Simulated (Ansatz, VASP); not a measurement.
**Two plane-wave programs on KTaO3**

```
CELL_PARAMETERS angstrom
4.14783 0.00000 0.00000
0.00000 4.14783 0.00000
0.00000 0.00000 3.98830
ATOMIC_POSITIONS crystal
Ta 0.00000 0.00000 0.00000
K 0.50000 0.50000 0.50000
O 0.00000 0.00000 0.50000
O 0.00000 0.50000 0.00000
O 0.50000 0.00000 0.00000
```

Alike in both runs: functional PBEsol; k mesh 6 × 6 × 6; occupations fermi-dirac, width 0.05 eV; no spin polarisation.

|  | VASP | Ansatz |
| --- | --- | --- |
| version | VASP 6.6.1 | Ansatz 0.2.0 |
| potentials or method | VASP PAW PBE potentials, release 64 (Ta_sv_GW, K_sv, O) | Ansatz PAW |
| plane-wave cutoff (eV) | 600 | 420 |
| valence electrons in the cell | 40 | 40 |
| task | single point | band structure |

```tsv
	VASP	Ansatz	Ansatz less VASP
gap on the k mesh at the Fermi level (eV)	1.87	1.89	+0.011
least direct gap on the mesh (eV)	2.52	2.53	+0.005
pressure (GPa)	-13.2	-13.2	-0.02
traceless stress, the component that is largest in VASP (GPa)	7.50	7.44	-0.055
```

VASP's potentials were made for PBE, not for PBEsol.

Spin-orbit coupling is off throughout.
